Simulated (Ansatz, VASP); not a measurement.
# TiH4 in VASP and in Ansatz

```
CELL_PARAMETERS angstrom
1.74208 -2.76992 0.00000
1.74208 2.76992 0.00000
0.00000 0.00000 3.30003
ATOMIC_POSITIONS crystal
Ti 0.50000 0.50000 0.50000
H 0.84183 0.15817 0.50000
H 0.27468 0.27468 0.00000
H 0.72532 0.72532 0.00000
H 0.15817 0.84183 0.50000
```

Change from the starting cell: species swapped into the FeCl4 type (Cmmm, No. 65).

Alike in both runs: functional PBE; k mesh 6 × 6 × 6; occupations gaussian, width 0.1 eV; no spin polarisation.

Ansatz relaxed the structure, and its values are those at the end. VASP's run is a single point on that final structure, the one shown.

|  | VASP | Ansatz |
| --- | --- | --- |
| version | VASP 6.6.1 | Ansatz 0.2.0 |
| potentials or method | VASP PAW PBE potentials, release 64 (Ti_sv, H), cutoff 520 eV | scalar-relativistic, plane waves, PAW |
| valence electrons in the cell | 16 | 16 |

Ansatz gave:

- gap on the k mesh at the Fermi level (eV): none
- pressure (GPa): -0.1

Task: What did VASP give for the same quantities?

Result: gap on the k mesh at the Fermi level (eV): none; pressure (GPa): -0.2.

A gap of «none» marks a metal or a gap that the smearing closes.
